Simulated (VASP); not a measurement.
# InSe in VASP: a series of runs

The runs below take InSe through single point, with PBEsol.

Everything below comes from runs of VASP 6.6.1. Logs are shortened: lines on timing, memory, paths and dates and some standing lists are left out, and cuts for length are marked.

### Step 1. The cell of the first run

The structure is monoclinic, space group C2/m (No. 12). Conventional cell: a = 11.384 Å, b = 3.987 Å, c = 4.594 Å, α = 90.00°, β = 109.74°, γ = 90.00°. In (site symmetry m) has 3 Se at 2.53 to 2.72 Å and 1 In at 2.66 Å within 3.3 Å. Se (site symmetry m) has 5 In at 2.53 to 3.47 Å and 3 Se at 3.42 to 3.43 Å within 3.5 Å.

### Step 2. Single point, PBEsol (equal xx and yy strain of -3 %)

The input, INCAR:

```
PREC = Accurate
ENCUT = 520
EDIFF = 1E-6
ISMEAR = -1
SIGMA = 0.02
LREAL = F
LASPH = T
NELM = 60
ALGO = Normal
ISIF = 2
LWAVE = F
LCHARG = F
GGA = PS
NBANDS = 27
```

The input, KPOINTS:

```
Automatic mesh
0
Gamma
  7 7 6
```

The input, POSCAR:

```
InSe
1.0
    5.6918655963     -1.9933500000      0.0000000000
    5.6918655963      1.9933500000      0.0000000000
   -1.5514332253      0.0000000000      4.3236564064
In Se
2 2
Direct
    0.8840000000      0.8840000000      0.0050000000
    0.1160000000      0.1160000000      0.9950000000
    0.6600000000      0.6600000000      0.6420000000
    0.3400000000      0.3400000000      0.3580000000
```

Potentials or basis: VASP PAW PBE potentials, release 64 (In_d, Se).

The run is started by

```console
$ cat potpaw_PBE.64/In_d/POTCAR potpaw_PBE.64/Se/POTCAR > POTCAR
$ mpirun -np 1 vasp_std > vasp.out
```

OUTCAR:

```text
PREC = Accurate
   ENCUT = 520
   EDIFF = 1E-6
   ISMEAR = -1
   LREAL = F
   LASPH = T
   NELM = 60
   ISIF = 2
   GGA = PS

 ion  position               nearest neighbor table
   1  0.884  0.884  0.005-   3 2.53   2 2.66   4 2.72   4 2.72   2 3.63   2 3.63
   2  0.116  0.116  0.995-   4 2.53   1 2.66   3 2.72   3 2.72   1 3.63   1 3.63
   3  0.660  0.660  0.642-   1 2.53   2 2.72   2 2.72
   4  0.340  0.340  0.358-   2 2.53   1 2.72   1 2.72

  LATTYP: Found a base centered monoclinic cell.
 ALAT       =    11.3837311926
 B/A-ratio  =     0.3502103074
 C/A-ratio  =     0.4035212124
 COS(beta)  =    -0.3377396789

  Lattice vectors:

 A1 = (   5.6918655963,  -1.9933500000,   0.0000000000)
 A2 = (   5.6918655963,   1.9933500000,   0.0000000000)
 A3 = (  -1.5514332253,   0.0000000000,   4.3236564064)

Analysis of symmetry for initial positions (statically):
=====================================================================
 Subroutine PRICEL returns:
 Original cell was already a primitive cell.

 Routine SETGRP: Setting up the symmetry group for a
 base centered monoclinic supercell.

 Subroutine GETGRP returns: Found  4 space group operations
 (whereof  4 operations were pure point group operations)
 out of a pool of  4 trial point group operations.

The static configuration has the point symmetry C_2h.

Analysis of symmetry for dynamics (positions and initial velocities):
=====================================================================
 Subroutine PRICEL returns:
 Original cell was already a primitive cell.

 Routine SETGRP: Setting up the symmetry group for a
 base centered monoclinic supercell.

 Subroutine GETGRP returns: Found  4 space group operations
 (whereof  4 operations were pure point group operations)
 out of a pool of  4 trial point group operations.

The dynamic configuration has the point symmetry C_2h.

 Subroutine INISYM returns: Found  4 space group operations
 (whereof  4 operations are pure point group operations),
 and found     1 'primitive' translations

----------------------------------------------------------------------------------------

                                     Primitive cell

  volume of cell :      98.1114

  direct lattice vectors                    reciprocal lattice vectors
     5.691865596 -1.993350000  0.000000000     0.087844660 -0.250834023  0.031520804
     5.691865596  1.993350000  0.000000000     0.087844660  0.250834023  0.031520804
    -1.551433225  0.000000000  4.323656406     0.000000000  0.000000000  0.231285723

  length of vectors
     6.030819031  6.030819031  4.593577013     0.267633990  0.267633990  0.231285723

  position of ions in fractional coordinates (direct lattice)
     0.884000000  0.884000000  0.005000000
     0.116000000  0.116000000  0.995000000
     0.660000000  0.660000000  0.642000000
     0.340000000  0.340000000  0.358000000

  ion indices of the primitive-cell ions
   primitive index   ion index
                 1           1
                 2           2
                 3           3
                 4           4

----------------------------------------------------------------------------------------

 KPOINTS: Automatic mesh

Automatic generation of k-mesh.
 Grid dimensions read from file:
 generate k-points for:    7    7    6

 Generating k-lattice:

  Cartesian coordinates                     Fractional coordinates (reciprocal lattice)
     0.012549237 -0.035833432  0.004502972     0.142857143  0.000000000  0.000000000
     0.012549237  0.035833432  0.004502972     0.000000000  0.142857143  0.000000000
     0.000000000  0.000000000  0.038547621     0.000000000  0.000000000  0.166666667

  Length of vectors
     0.038233427  0.038233427  0.038547621

  Shift w.r.t. Gamma in fractional coordinates (k-lattice)
     0.000000000  0.000000000  0.000000000

 Subroutine IBZKPT returns following result:
 ===========================================

 Found     88 irreducible k-points:

 Following reciprocal coordinates:
            Coordinates               Weight
  0.000000  0.000000  0.000000      1.000000
  0.142857  0.000000  0.000000      4.000000
  0.285714 -0.000000  0.000000      4.000000
  0.428571 -0.000000  0.000000      4.000000
  0.142857  0.142857  0.000000      2.000000
  0.285714  0.142857  0.000000      4.000000
[... 16 lines left out ...]
 -0.142857  0.000000  0.166667      4.000000
  0.142857  0.142857  0.166667      2.000000
 [... further k-points ...]
   k-points           NKPTS =     88   k-points in BZ     NKDIM =     88   number of bands    NBANDS=     27
   number of dos      NEDOS =    301   number of ions     NIONS =      4
   total plane-waves  NPLWV =  82944
   dimension x,y,z NGX =    48 NGY =   48 NGZ =   36
   dimension x,y,z NGXF=    96 NGYF=   96 NGZF=   72
   ions per type =               2   2
   NGX,Y,Z   is equivalent  to a cutoff of  13.23, 13.23, 13.03 a.u.
   NGXF,Y,Z  is equivalent  to a cutoff of  26.46, 26.46, 26.06 a.u.
[... 61 lines left out ...]
 cond. band min:       6.5861175137   @ k =   0.4286   0.4286   0.0000
 fundamental gap:      1.1044074799
 Fermi energy:         5.9082323305

 k-point     1 :       0.0000    0.0000    0.0000
  band No.  band energies     occupation
      1      -9.3735      2.00000
      2      -9.3193      2.00000
      3      -8.9345      2.00000
      4      -8.9110      2.00000
      5      -8.8499      2.00000
      6      -8.8425      2.00000
[... 19 lines left out ...]
     26      12.5801      0.00000
     27      14.0677      0.00000

 k-point     2 :       0.1429    0.0000    0.0000
  band No.  band energies     occupation
      1      -9.3741      2.00000
      2      -9.3089      2.00000
      3      -9.0033      2.00000
      4      -8.9046      2.00000
      5      -8.8695      2.00000
      6      -8.8414      2.00000
[... 19 lines left out ...]
     26      12.5970      0.00000
     27      14.1014      0.00000

 k-point     3 :       0.2857   -0.0000    0.0000
  band No.  band energies     occupation
      1      -9.3723      2.00000
      2      -9.2986      2.00000
      3      -9.0616      2.00000
      4      -8.9482      2.00000
      5      -8.8651      2.00000
      6      -8.8546      2.00000
[... 19 lines left out ...]
     26      13.0407      0.00000
     27      13.5644      0.00000

 k-point     4 :       0.4286   -0.0000    0.0000
  band No.  band energies     occupation
      1      -9.3695      2.00000
      2      -9.3041      2.00000
      3      -9.0529      2.00000
      4      -9.0071      2.00000
      5      -8.8666      2.00000
      6      -8.8509      2.00000
[... 19 lines left out ...]
     26      13.0163      0.00000
     27      14.1872      0.00000

 k-point     5 :       0.1429    0.1429    0.0000
  band No.  band energies     occupation
      1      -9.4011      2.00000
      2      -9.2721      2.00000
      3      -8.9648      2.00000
      4      -8.9144      2.00000
      5      -8.8492      2.00000
      6      -8.8434      2.00000
[... 19 lines left out ...]
     26      12.5519      0.00000
     27      14.0485      0.00000

 k-point     6 :       0.2857    0.1429    0.0000
  band No.  band energies     occupation
      1      -9.4096      2.00000
      2      -9.2394      2.00000
      3      -9.0112      2.00000
      4      -8.9326      2.00000
      5      -8.8789      2.00000
      6      -8.8300      2.00000
[... 444 lines left out ...]
      1      -9.3782      2.00000
      2      -9.3099      2.00000
      3      -9.0807      2.00000
      4      -9.0208      2.00000
      5      -8.8690      2.00000
      6      -8.8417      2.00000
[... 19 lines left out ...]
     26      12.0835      0.00000
     27      13.7733      0.00000

 k-point    22 :      -0.2857    0.0000    0.1667
  band No.  band energies     occupation
      1      -9.3820      2.00000
      2      -9.2965      2.00000
      3      -9.0821      2.00000
      4      -8.9714      2.00000
      5      -8.8623      2.00000
      6      -8.8460      2.00000
[... 19 lines left out ...]
     26      12.8877      0.00000
     27      13.3808      0.00000

 k-point    23 :      -0.1429    0.0000    0.1667
  band No.  band energies     occupation
      1      -9.3850      2.00000
      2      -9.3088      2.00000
      3      -9.0030      2.00000
      4      -8.9124      2.00000
      5      -8.8748      2.00000
      6      -8.8354      2.00000
[... 19 lines left out ...]
     26      12.2549      0.00000
     27      13.9242      0.00000

 k-point    24 :       0.1429    0.1429    0.1667
  band No.  band energies     occupation
      1      -9.4105      2.00000
      2      -9.2787      2.00000
      3      -8.9650      2.00000
      4      -8.8959      2.00000
      5      -8.8508      2.00000
      6      -8.8448      2.00000
[... 19 lines left out ...]
     26      12.1954      0.00000
     27      13.1503      0.00000

 [... further k-points ...]

------------------------ aborting loop because EDIFF is reached ----------------------------------------

  FORCE on cell =-STRESS in cart. coord.  units (eV):
  Direction    XX          YY          ZZ          XY          YZ          ZX
  --------------------------------------------------------------------------------------
  -------------------------------------------------------------------------------------
  Total        5.1297627      1.3968395      1.4331639      0.0000000      0.0000000      1.6532020
  in kB       83.7699960     22.8106531     23.4038384      0.0000000      0.0000000     26.9971019
  external PRESSURE =      43.3281625 kB  Pullay stress =       0.0000000 kB

 VOLUME and BASIS-vectors are now :
 -----------------------------------------------------------------------------
  energy-cutoff  :      520.00
  volume of cell :       98.11
      direct lattice vectors                 reciprocal lattice vectors
     5.691865596 -1.993350000  0.000000000     0.087844660 -0.250834023  0.031520804
     5.691865596  1.993350000  0.000000000     0.087844660  0.250834023  0.031520804
    -1.551433225  0.000000000  4.323656406     0.000000000  0.000000000  0.231285723

 POSITION                                       TOTAL-FORCE (eV/Angst)
 -----------------------------------------------------------------------------------
     10.05546      0.00000      0.02162        -0.109944      0.000000      0.613516
     -0.22316      0.00000      4.30204         0.109944      0.000000     -0.613516
      6.51724      0.00000      2.77579        -0.850090      0.000000     -0.354291
      3.31506      0.00000      1.54787         0.850090      0.000000      0.354291
 -----------------------------------------------------------------------------------
    total drift:                               -0.000000     -0.000000      0.000000

  FREE ENERGIE OF THE ION-ELECTRON SYSTEM (eV)
  ---------------------------------------------------
  free  energy   TOTEN  =       -15.3524453314 eV

  energy  without entropy=      -15.3524453314  energy(sigma->0) =      -15.35244533
```

It took 9 min on 1 thread of Intel Xeon 8259CL, shared host; peak memory 0.41 GiB.

Results:

* Free energy: -15.3524 eV
* Pressure: 4.3 GPa
* Largest force: 0.921 eV/Å
* Band gap on the k mesh: 1.10 eV (least direct gap 1.45 eV)

Forces in eV/Å, atoms in the order of the input:
```
In  -0.110  0.000  0.614
In   0.110  0.000 -0.614
Se  -0.850  0.000 -0.354
Se   0.850  0.000  0.354
```

Stress tensor (GPa, compression positive):
```
8.38 0.00 2.70
0.00 2.28 0.00
2.70 0.00 2.34
```

Levels at points of the mesh, in eV from the valence-band top:
| k point | band 15 | band 16 | band 17 | band 18 | band 19 | band 20 | band 21 | band 22 | band 23 | band 24 |
| --- | --- | --- | --- | --- | --- | --- | --- | --- | --- | --- |
| (0.00, 0.00, 0.00) | -4.15 | -3.09 | -2.38 | -2.06 | -1.16 | 3.09 | 3.35 | 4.34 | 4.72 | 5.24 |
| (0.00, 0.00, 0.50) | -2.45 | -1.78 | -1.66 | -1.22 | -0.41 | 1.14 | 2.26 | 3.42 | 3.75 | 5.58 |

Caveat: the cell differs from its parent crystal (equal xx and yy strain of -3 %); the stress differs along the axes, from 2 to 8 GPa; the PAW data sets were made with another functional, which shifts forces and pressure a little; spin-orbit coupling is left out, which moves the levels of the heavy elements. A k mesh can miss the band edges.

### Step 3. Single point, PBEsol (equal xx and yy strain of -1 %)

The input, INCAR:

```
  ALGO = Normal
  EDIFF = 1E-7
  ENCUT = 520
  GGA = PS
  ISIF = 2
  ISMEAR = -1
  LASPH = T
  LCHARG = T
  LELF = T
  LREAL = F
  LVHAR = T
  LWAVE = F
  NBANDS = 27
  NELM = 100
  PREC = Accurate
  SIGMA = 0.02
```

The input, KPOINTS:

```
k-points
0
Gamma
  7 7 6
```

The input, POSCAR:

```
InSe
1.0
    5.8092236498     -2.0344500000      0.0000000000
    5.8092236498      2.0344500000      0.0000000000
   -1.5834215392      0.0000000000      4.3236564064
In Se
2 2
Direct
    0.8840000000      0.8840000000      0.0050000000
    0.1160000000      0.1160000000      0.9950000000
    0.6600000000      0.6600000000      0.6420000000
    0.3400000000      0.3400000000      0.3580000000
```

Potentials or basis: VASP PAW PBE potentials, release 64 (In_d, Se).

The run is started by

```console
$ cat potpaw_PBE.64/In_d/POTCAR potpaw_PBE.64/Se/POTCAR > POTCAR
$ mpirun -np 1 vasp_std > vasp.out
```

It took 8.1 min on 1 thread of Intel Xeon 8259CL, shared host; peak memory 0.41 GiB.

The run converged. Its results:

```
Free energy            : -15.4417 eV
Pressure               : 1.2 GPa
Largest force          : 0.759 eV/Å
Band gap on the k mesh : 0.96 eV (least direct gap 1.33 eV)
```

Forces in eV/Å, atoms in the order of the input:
```
In  -0.148  0.000  0.548
In   0.148  0.000 -0.548
Se  -0.748  0.000 -0.131
Se   0.748  0.000  0.131
```

Stress tensor (GPa, compression positive):
```
 3.83  0.00  2.36
 0.00 -0.37  0.00
 2.36  0.00  0.21
```

Levels at points of the mesh, in eV from the valence-band top:
| k point | band 16 | band 17 | band 18 | band 19 | band 20 | band 21 | band 22 | band 23 |
| --- | --- | --- | --- | --- | --- | --- | --- | --- |
| (0.00, 0.00, 0.00) | -2.90 | -2.32 | -1.86 | -1.15 | 2.88 | 3.40 | 4.31 | 4.63 |
| (0.00, 0.00, 0.50) | -1.67 | -1.62 | -1.17 | -0.40 | 1.06 | 2.26 | 3.35 | 3.63 |

Caveat: the cell differs from its parent crystal (equal xx and yy strain of -1 %); the PAW data sets were made with another functional, which shifts forces and pressure a little; spin-orbit coupling is left out, which moves the levels of the heavy elements.

### Step 4. Single point, PBEsol (equal xx and yy strain of +2 %)

Changes to INCAR since step 3:

```diff
@@ -1,3 +1,3 @@
   ALGO = Normal
-  EDIFF = 1E-7
+  EDIFF = 1E-6
   ENCUT = 520
@@ -13,3 +13,3 @@
   NBANDS = 27
-  NELM = 100
+  NELM = 80
   PREC = Accurate
```

KPOINTS is that of step 3.

The input, POSCAR:

```
InSe
1.0
    5.9852607301     -2.0961000000      0.0000000000
    5.9852607301      2.0961000000      0.0000000000
   -1.6314040101      0.0000000000      4.3236564064
In Se
2 2
Direct
    0.8840000000      0.8840000000      0.0050000000
    0.1160000000      0.1160000000      0.9950000000
    0.6600000000      0.6600000000      0.6420000000
    0.3400000000      0.3400000000      0.3580000000
```

The run is started by

```console
$ cat potpaw_PBE.64/In_d/POTCAR potpaw_PBE.64/Se/POTCAR > POTCAR
$ mpirun -np 1 vasp_std > vasp.out
```

It took 9 min on 1 thread of Intel Xeon 8259CL, shared host; peak memory 0.42 GiB.

The run converged. Its results:

- Free energy: -15.4251 eV
- Pressure: -2.3 GPa
- Largest force: 0.622 eV/Å
- Band gap on the k mesh: 0.75 eV (least direct gap 1.15 eV)

Forces in eV/Å, atoms in the order of the input:
```
In  -0.237  0.000  0.448
In   0.237  0.000 -0.448
Se  -0.607  0.000  0.134
Se   0.607  0.000 -0.134
```

Stress tensor (GPa, compression positive):
```
-1.38  0.00  1.89
 0.00 -3.42  0.00
 1.89  0.00 -2.10
```

Levels at points of the mesh, in eV from the valence-band top:
```
           k point  band 15  band 16  band 17  band 18  band 19  band 20  band 21  band 22  band 23  band 24
(0.00, 0.00, 0.00)    -3.90    -2.61    -2.22    -1.58    -1.11     2.56     3.50     4.27     4.52     5.24
(0.00, 0.00, 0.50)    -2.04    -1.56    -1.51    -1.09    -0.38     0.96     2.23     3.25     3.45     5.33
```

Caveat: the cell differs from its parent crystal (equal xx and yy strain of +2 %); the PAW data sets were made with another functional, which shifts forces and pressure a little; spin-orbit coupling is left out, which moves the levels of the heavy elements.

### Step 5. Single point, PBEsol (equal xy, yz and zx shear strains of -2 %)

The input, INCAR:

```
ALGO = Normal
EDIFF = 1E-6
ENCUT = 520
GGA = PS
ISIF = 2
ISMEAR = -1
LASPH = True
LCHARG = True
LELF = True
LREAL = False
LVHAR = True
LWAVE = False
NBANDS = 27
NELM = 60
PREC = Accurate
SIGMA = 0.02
```

KPOINTS is that of step 4.

The input, POSCAR:

```
InSe
1.0
    5.8884526766     -2.1136790268     -0.0381290268
    5.8473526766      1.9963209732     -0.0792290268
   -1.6426522603     -0.0272424071      4.3396505634
In Se
2 2
Direct
    0.8840000000      0.8840000000      0.0050000000
    0.1160000000      0.1160000000      0.9950000000
    0.6600000000      0.6600000000      0.6420000000
    0.3400000000      0.3400000000      0.3580000000
```

The run is started by

```console
$ cat potpaw_PBE.64/In_d/POTCAR potpaw_PBE.64/Se/POTCAR > POTCAR
$ mpirun -np 1 vasp_std > vasp.out
```

Run time: 4.3 min. Hardware: 1 thread of AMD EPYC 9R45 (Zen 5), shared host; peak memory 0.5 GiB.

Results (log left out):

* Free energy: -15.4147 eV
* Pressure: 0.2 GPa
* Largest force: 0.865 eV/Å
* Band gap on the k mesh: 0.97 eV (least direct gap 1.27 eV)

Forces in eV/Å, atoms in the order of the input:
```
In  -0.068 -0.025  0.611
In   0.068  0.025 -0.611
Se  -0.851 -0.077 -0.134
Se   0.851  0.077  0.134
```

Stress tensor (GPa, compression positive):
```
 2.44  0.27  3.23
 0.27 -1.70  0.40
 3.23  0.40 -0.19
```

Levels at points of the mesh, in eV from the valence-band top:
```
           k point  band 17  band 18  band 19  band 20  band 21  band 22
(0.00, 0.00, 0.00)    -2.23    -1.74    -1.07     2.82     3.48     4.31
(0.00, 0.00, 0.50)    -1.56    -1.07    -0.42     1.07     2.35     3.34
```

Caveat: the cell differs from its parent crystal (equal xy, yz and zx shear strains of -2 %); the PAW data sets were made with another functional, which shifts forces and pressure a little; spin-orbit coupling is left out, which moves the levels of the heavy elements. A k mesh can miss the band edges.

### Step 6. The runs side by side

```tsv
cell	gap on the mesh (eV)	pressure (GPa)	largest force (eV/Å)
a = 6.031, b = 6.031, c = 4.594 Å, angles 108.6, 108.6, 38.6°, 4 atoms	1.10	4.3	0.92
a = 6.155, b = 6.155, c = 4.604 Å, angles 108.9, 108.9, 38.6°, 4 atoms	0.96	1.2	0.76
a = 6.342, b = 6.342, c = 4.621 Å, angles 109.5, 109.5, 38.6°, 4 atoms	0.75	-2.3	0.62
a = 6.256, b = 6.179, c = 4.640 Å, angles 110.4, 109.7, 38.6°, 4 atoms	0.97	0.2	0.87
```

Alike in all rows: task single point; level PBEsol; potentials or basis VASP PAW PBE potentials, release 64 (In_d, Se); no spin polarisation; k mesh 7 × 7 × 6; cutoff (eV) 520; smearing fermi-dirac 0.02 eV.

Caveats: the PAW data sets were made with another functional, which shifts forces and pressure a little; spin-orbit coupling is left out, which moves the levels of the heavy elements; the stress differs along the axes, from 2 to 8 GPa (at least some runs).

Absolute energies hang on the potentials; compare differences alone.
